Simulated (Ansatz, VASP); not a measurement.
# CdO2 in VASP and in Ansatz

```
Cd O
1.0
     3.47623    0.00000    0.00000
    -1.73811    3.01050    0.00000
     0.00000    0.00000    4.14808
Cd O
1 2
Direct
  0.00000 0.00000 0.00000
  0.66667 0.33333 0.75578
  0.33333 0.66667 0.24422
```

Alike in both runs: task single point; functional PBEsol; k mesh 9 × 9 × 7; occupations fermi-dirac, width 0.1 eV; no spin polarisation.

|  | VASP | Ansatz |
| --- | --- | --- |
| version | VASP 6.6.1 | Ansatz 0.2.0 |
| potentials or method | VASP PAW PBE potentials, release 64 (Cd_sv_GW, O) | plane waves, PAW |
| plane-wave cutoff (eV) | 700 | 420 |
| valence electrons in the cell | 32 | 32 |

```csv
,VASP,Ansatz,Ansatz less VASP
pressure (GPa),-10.4,-10.2,+0.12
"traceless stress, the component that is largest in VASP (GPa)",1.43,1.55,+0.119
rms of the force components (eV/Å),0.159,0.164,+0.0048
```

VASP's potentials were made for PBE, not for PBEsol. Atom by atom the forces differ by 0.005 eV/Å (rms over components).
